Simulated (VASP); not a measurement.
# Re (Fm-3m) in VASP: notebook

The runs below take Re through single point, relaxation of cell and atoms, with r2SCAN.

Program: VASP 6.6.1. These are calculated values, not measurements. Logs are shortened: lines on timing, memory, paths and dates and some standing lists are left out, and cuts for length are marked.

### Step 1. The cell of the first run

Symmetry: Fm-3m, No. 225, cubic system. The conventional cell has a = 3.892 Å, b = 3.892 Å, c = 3.892 Å, α = 90.00°, β = 90.00°, γ = 90.00°. Re (site symmetry m-3m) has 12 Re at 2.75 Å within 3.6 Å.

### Step 2. Single point, r2SCAN

Input file POSCAR:

```
Re
1.0
    0.0000000000      1.9460671948      1.9460671948
    1.9460671948      0.0000000000      1.9460671948
    1.9460671948      1.9460671948      0.0000000000
Re
1
Direct
    0.0000000000      0.0000000000      0.0000000000
```

Input file INCAR.step1:

```
ALGO     = Normal         # electronic algorithm
EDIFF    = 1E-4           # SCF threshold, eV
ENCUT    = 520            # plane-wave cutoff, eV
GGA      = PE             # functional
ISMEAR   = 1              # smearing method
LASPH    = T              # aspherical terms in the spheres
LCHARG   = F              # write CHGCAR
LREAL    = F              # projectors in reciprocal space
LWAVE    = T              # write WAVECAR
NBANDS   = 10             # bands
NELM     = 80             # most SCF steps
PREC     = Accurate       # precision mode
SIGMA    = 0.1            # smearing width, eV
```

Input file INCAR.step2:

```
ALGO     = Normal         # electronic algorithm
EDIFF    = 1E-6           # SCF threshold, eV
ENCUT    = 520            # plane-wave cutoff, eV
ISIF     = 2              # what is computed and relaxed
ISMEAR   = 1              # smearing method
ISTART   = 1            
LASPH    = T              # aspherical terms in the spheres
LCHARG   = F              # write CHGCAR
LMIXTAU  = T            
LREAL    = F              # projectors in reciprocal space
LWAVE    = F              # write WAVECAR
METAGGA  = R2SCAN         # meta-GGA
NBANDS   = 10             # bands
NELM     = 80             # most SCF steps
PREC     = Accurate       # precision mode
SIGMA    = 0.1            # smearing width, eV
```

Input file KPOINTS:

```
k-points
0
Gamma
  10 10 10
```

Potentials or basis: VASP PAW PBE potentials, release 64 (Re).

Run with:

```
cat potpaw_PBE.64/Re/POTCAR > POTCAR
cp INCAR.step1 INCAR
mpirun -np 1 vasp_std > vasp.out
cp INCAR.step2 INCAR
mpirun -np 1 vasp_std > vasp.out
```

OUTCAR:

```text
EDIFF = 1E-6
   ENCUT = 520
   ISIF = 2
   ISMEAR = 1
   ISTART = 1
   LASPH = T
   LREAL = F
   METAGGA = R2SCAN
   NELM = 80
   PREC = Accurate

 ion  position               nearest neighbor table
   1  0.000  0.000  0.000-

  LATTYP: Found a face centered cubic cell.
 ALAT       =     3.8921343896

  Lattice vectors:

 A1 = (   0.0000000000,   1.9460671948,   1.9460671948)
 A2 = (   1.9460671948,   0.0000000000,   1.9460671948)
 A3 = (   1.9460671948,   1.9460671948,   0.0000000000)

Analysis of symmetry for initial positions (statically):
=====================================================================
 Subroutine PRICEL returns:
 Original cell was already a primitive cell.

 Routine SETGRP: Setting up the symmetry group for a
 face centered cubic supercell.

 Subroutine GETGRP returns: Found 48 space group operations
 (whereof 48 operations were pure point group operations)
 out of a pool of 48 trial point group operations.

The static configuration has the point symmetry O_h .

Analysis of symmetry for dynamics (positions and initial velocities):
=====================================================================
 Subroutine PRICEL returns:
 Original cell was already a primitive cell.

 Routine SETGRP: Setting up the symmetry group for a
 face centered cubic supercell.

 Subroutine GETGRP returns: Found 48 space group operations
 (whereof 48 operations were pure point group operations)
 out of a pool of 48 trial point group operations.

The dynamic configuration has the point symmetry O_h .

 Subroutine INISYM returns: Found 48 space group operations
 (whereof 48 operations are pure point group operations),
 and found     1 'primitive' translations

----------------------------------------------------------------------------------------

                                     Primitive cell

  volume of cell :      14.7402

  direct lattice vectors                    reciprocal lattice vectors
     0.000000000  1.946067195  1.946067195    -0.256928436  0.256928436  0.256928436
     1.946067195  0.000000000  1.946067195     0.256928436 -0.256928436  0.256928436
     1.946067195  1.946067195  0.000000000     0.256928436  0.256928436 -0.256928436

  length of vectors
     2.752154620  2.752154620  2.752154620     0.445013104  0.445013104  0.445013104

  position of ions in fractional coordinates (direct lattice)
     0.000000000  0.000000000  0.000000000

  ion indices of the primitive-cell ions
   primitive index   ion index
                 1           1

----------------------------------------------------------------------------------------

 KPOINTS: k-points

Automatic generation of k-mesh.
 Grid dimensions read from file:
 generate k-points for:   10   10   10

 Generating k-lattice:

  Cartesian coordinates                     Fractional coordinates (reciprocal lattice)
    -0.025692844  0.025692844  0.025692844     0.100000000  0.000000000  0.000000000
     0.025692844 -0.025692844  0.025692844     0.000000000  0.100000000  0.000000000
     0.025692844  0.025692844 -0.025692844     0.000000000  0.000000000  0.100000000

  Length of vectors
     0.044501310  0.044501310  0.044501310

  Shift w.r.t. Gamma in fractional coordinates (k-lattice)
     0.000000000  0.000000000  0.000000000

 Subroutine IBZKPT returns following result:
 ===========================================

 Found     47 irreducible k-points:

 Following reciprocal coordinates:
            Coordinates               Weight
  0.000000  0.000000  0.000000      1.000000
  0.100000  0.000000  0.000000      8.000000
  0.200000  0.000000  0.000000      8.000000
  0.300000  0.000000  0.000000      8.000000
  0.400000  0.000000  0.000000      8.000000
  0.500000  0.000000  0.000000      4.000000
[... 16 lines left out ...]
  0.300000  0.300000  0.000000      6.000000
  0.400000  0.300000  0.000000     24.000000
 [... further k-points ...]
   k-points           NKPTS =     47   k-points in BZ     NKDIM =     47   number of bands    NBANDS=     10
   number of dos      NEDOS =    301   number of ions     NIONS =      1
   total plane-waves  NPLWV =   8000
   dimension x,y,z NGX =    20 NGY =   20 NGZ =   20
   dimension x,y,z NGXF=    40 NGYF=   40 NGZF=   40
   ions per type =               1
   NGX,Y,Z   is equivalent  to a cutoff of  12.08, 12.08, 12.08 a.u.
   NGXF,Y,Z  is equivalent  to a cutoff of  24.16, 24.16, 24.16 a.u.
 SYSTEM =  unknown system
   PREC   = accura    normal or accurate (medium, high low for compatibility)
   ISTART =      1    job   : 0-new  1-cont  2-samecut
   ICHARG =      0    charge: 1-file 2-atom 10-const
   ISPIN  =      1    spin polarized calculation?
   LNONCOLLINEAR =      F non collinear calculations
   LSORBIT =      F    spin-orbit coupling
   LASPH  =      T    aspherical Exc in radial PAW
   ENCUT  =  520.0 eV  38.22 Ry    6.18 a.u.   5.12  5.12  5.12*2*pi/ulx,y,z
   NELM   =     80;   NELMIN=  2; NELMDL=  0     # of ELM steps
   EDIFF  = 0.1E-05   stopping-criterion for ELM
   LREAL  =      F    real-space projection
   EDIFFG = 0.1E-04   stopping-criterion for IOM
   NSW    =      0    number of steps for IOM
   IBRION =     -1    ionic relax: 0-MD 1-quasi-New 2-CG
   NFREE  =      0    steps in history (QN), initial steepest desc. (CG)
   ISIF   =      2    stress and relaxation
   ISYM   =      2    0-nonsym 1-usesym 2-fastsym
   POTIM  = 0.5000    time-step for ionic-motion
   TEBEG  =    0.0;   TEEND  =   0.0 temperature during run
   PSTRESS=    0.0 pullay stress
   NELECT =       7.0000    total number of electrons
   NUPDOWN=      -1.0000    fix difference up-down
   EMIN   =  10.00;   EMAX   =-10.00  energy-range for DOS
   EFERMI =   0.00;   METHOD = LEGACY
   ISMEAR =     1;   SIGMA  =   0.10  broadening in eV -4-tet -1-fermi 0-gaus
   EFERMI_NEDOS =   21; number of points for ismear=-14 and -15
   IALGO  =     38    algorithm
   IMIX   =      4    mixing-type and parameters
     AMIX     =   0.40;   BMIX     =  1.00
     AMIX_MAG =   1.60;   BMIX_MAG =  1.00
  volume/ion in A,a.u.               =      14.74        99.47
  Fermi-wavevector in a.u.,A,eV,Ry     =   1.277241  2.413636 22.195807  1.631346
  Thomas-Fermi vector in A             =   2.409852
   LORBIT       =      0    0 simple, 1 ext, 2 COOP (PROOUT), +10 PAW based schemes
   METAGGA = R2SCAN    functional components
   LHFCALC =     F    Hartree Fock is set to
   AEXX    =    0.0000 exact exchange contribution
   IVDW    =     0    specifies the selected vdW correction
   LEPSILON=     F    determine dielectric tensor
   LRPA    =     F    only Hartree local field effects (RPA)
 non-spin polarized calculation
 Methfessel and Paxton  Order N= 1 SIGMA  =   0.10
  energy-cutoff  :      520.00
  volume of cell :       14.74
 maximum number of plane-waves:       411
   NGX = 11   NGY = 11   NGZ = 11

 number of electron       7.0000001 magnetization

 Free energy of the ion-electron system (eV)
  ---------------------------------------------------
  ext. energy  EPLUGINS =         0.00000000
  ---------------------------------------------------
  free energy    TOTEN  =       -52.40125146 eV

  energy without entropy =      -52.40005363  energy(sigma->0) =      -52.40085218

 E-fermi :   8.0454     XC(G=0): -14.9783

 val. band max:        7.9873202779   @ k =  -0.2000   0.2000   0.0000
 cond. band min:       8.0576436551   @ k =  -0.3000   0.3000   0.1000
 fundamental gap:      0.0703233771
 Fermi energy:         8.0454244019

 k-point     1 :       0.0000    0.0000    0.0000
  band No.  band energies     occupation
      1      -2.6726      2.00000
      2       5.9418      2.00000
      3       5.9418      2.00000
      4       5.9418      2.00000
      5       9.3546     -0.00000
      6       9.3546     -0.00000
      7      22.4768      0.00000
      8      28.5659      0.00000
      9      28.5659      0.00000
     10      28.5659      0.00000

 k-point     2 :       0.1000    0.0000    0.0000
  band No.  band energies     occupation
      1      -2.1947      2.00000
      2       5.6278      2.00000
      3       6.1554      2.00000
      4       6.1554      2.00000
      5       9.1937     -0.00000
      6       9.1937     -0.00000
      7      23.3814      0.00000
      8      26.5710      0.00000
      9      29.4337      0.00000
     10      29.4337      0.00000

 k-point     3 :       0.2000    0.0000    0.0000
  band No.  band energies     occupation
      1      -0.9547      2.00000
      2       5.0950      2.00000
      3       6.4821      2.00000
      4       6.4821      2.00000
      5       9.1578     -0.00000
      6       9.1578     -0.00000
      7      23.6269      0.00000
      8      25.8006      0.00000
      9      31.7945      0.00000
     10      31.7945      0.00000

 k-point     4 :       0.3000    0.0000    0.0000
  band No.  band energies     occupation
      1       0.2991      2.00000
      2       5.3311      2.00000
      3       6.3141      2.00000
      4       6.3141      2.00000
      5      10.0159     -0.00000
      6      10.0159     -0.00000
      7      21.5188      0.00000
      8      25.7491      0.00000
      9      33.6866      0.00000
     10      33.6914      0.00000
[... 222 lines left out ...]
 k-point    22 :      -0.2000    0.2000    0.0000
  band No.  band energies     occupation
      1       1.3494      2.00000
      2       4.3196      2.00000
      3       5.6974      2.00000
      4       7.6205      2.00000
      5       7.9873      1.82265
      6      12.1441      0.00000
      7      23.1791      0.00000
      8      27.3536      0.00000
      9      27.7123      0.00000
     10      29.6460      0.00000

 k-point    23 :       0.3000    0.3000    0.0000
  band No.  band energies     occupation
      1       1.1534      2.00000
      2       2.8501      2.00000
      3       6.8168      2.00000
      4       9.2757     -0.00000
      5       9.2757     -0.00000
      6      10.9346      0.00000
      7      26.3293      0.00000
      8      26.3293      0.00000
      9      27.3261      0.00000
     10      31.0035      0.00000

 k-point    24 :       0.4000    0.3000    0.0000
  band No.  band energies     occupation
      1       1.5236      2.00000
      2       2.5735      2.00000
      3       6.8876      2.00000
      4       9.5808     -0.00000
      5      11.2710      0.00000
      6      11.7743      0.00000
      7      22.7539      0.00000
      8      24.8554      0.00000
      9      26.3839      0.00000
     10      30.9806      0.00000

 [... further k-points ...]
[... 5 lines left out ...]
  --------------------------------------------------------------------------------------
  -------------------------------------------------------------------------------------
  Total       -0.0022907     -0.0022907     -0.0022907     -0.0000000      0.0000000     -0.0000000
  in kB       -0.2489872     -0.2489872     -0.2489872     -0.0000000      0.0000000     -0.0000000
  external PRESSURE =      -0.2489872 kB  Pullay stress =       0.0000000 kB

 VOLUME and BASIS-vectors are now :
 -----------------------------------------------------------------------------
  energy-cutoff  :      520.00
  volume of cell :       14.74
      direct lattice vectors                 reciprocal lattice vectors
     0.000000000  1.946067195  1.946067195    -0.256928436  0.256928436  0.256928436
     1.946067195  0.000000000  1.946067195     0.256928436 -0.256928436  0.256928436
     1.946067195  1.946067195  0.000000000     0.256928436  0.256928436 -0.256928436

 POSITION                                       TOTAL-FORCE (eV/Angst)
 -----------------------------------------------------------------------------------
      0.00000      0.00000      0.00000         0.000000     -0.000000     -0.000000
 -----------------------------------------------------------------------------------
    total drift:                                0.000000      0.000000      0.000000

  FREE ENERGIE OF THE ION-ELECTRON SYSTEM (eV)
  ---------------------------------------------------
  free  energy   TOTEN  =       -52.4012514586 eV

  energy  without entropy=      -52.4000536267  energy(sigma->0) =      -52.40085218
```

Run time: 15 s. Hardware: 1 thread of Intel Xeon 6975P-C, shared host; peak memory 0.13 GiB.

What came out:

| Quantity | Value |
| --- | --- |
| Free energy | -52.4013 eV |
| Pressure | 0.0 GPa |

Caveat: the PAW data sets were made with another functional, which shifts forces and pressure a little; spin-orbit coupling is left out, which moves the levels of the heavy elements.

### Step 3. Relaxation of cell and atoms, r2SCAN

POSCAR is that of step 2.

Input file INCAR.step1:

```
SYSTEM = Re
ALGO = Normal ; EDIFF = 1E-4
ENCUT = 600 ; GGA = PE
ISMEAR = 1 ; LASPH = .True.
LCHARG = .False. ; LREAL = .False.
LWAVE = .True. ; NELM = 100
PREC = Accurate ; SIGMA = 0.1
```

Input file INCAR.step2:

```
SYSTEM = Re
ALGO = Normal ; EDIFF = 1E-6
EDIFFG = -0.01 ; ENCUT = 600
IBRION = 2 ; ISIF = 3
ISMEAR = 1 ; ISTART = 1
LASPH = .True. ; LCHARG = .False.
LMIXTAU = .True. ; LREAL = .False.
LWAVE = .False. ; METAGGA = R2SCAN
NELM = 100 ; NSW = 80
PREC = Accurate ; SIGMA = 0.1
```

Input file KPOINTS:

```
k-points
0
Gamma
  10 10 10
  0 0 0
```

Potentials or basis: VASP PAW PBE potentials, release 64 (Re).

Run with:

```
cat potpaw_PBE.64/Re/POTCAR > POTCAR
cp INCAR.step1 INCAR
mpirun -np 1 vasp_std > vasp.out
cp INCAR.step2 INCAR
mpirun -np 1 vasp_std > vasp.out
```

Run time: 16 s. Hardware: 1 thread of Intel Xeon 6975P-C, shared host; peak memory 0.15 GiB.

It converged, with:

```
Free energy             : -52.4021 eV
Pressure after relaxing : 0.1 GPa
```

Final structure:
```cif
data_structure
_symmetry_space_group_name_H-M 'P 1'
_symmetry_Int_Tables_number 1
_cell_length_a 2.7522
_cell_length_b 2.7522
_cell_length_c 2.7522
_cell_angle_alpha 60.000
_cell_angle_beta 60.000
_cell_angle_gamma 60.000
_cell_volume 14.74
loop_
_atom_site_label
_atom_site_type_symbol
_atom_site_fract_x
_atom_site_fract_y
_atom_site_fract_z
_atom_site_occupancy
Re1 Re 0.00000 0.00000 0.00000 1
```

Levels at points of the mesh, in eV from the Fermi level:
```tsv
k point	band 1	band 2	band 3	band 4	band 5	band 6	band 7
(0.00, 0.00, 0.00)	-10.72	-2.10	-2.10	-2.10	1.31	1.31	14.43
(0.50, 0.00, 0.00)	-7.30	-2.26	-2.26	0.01	3.87	3.87	10.37
(0.50, 0.50, 0.00)	-7.19	-6.36	2.74	3.89	4.59	4.59	13.68
```

Caveat: the relaxation stopped at its first step, so nothing moved; the PAW data sets were made with another functional, which shifts forces and pressure a little; spin-orbit coupling is left out, which moves the levels of the heavy elements.
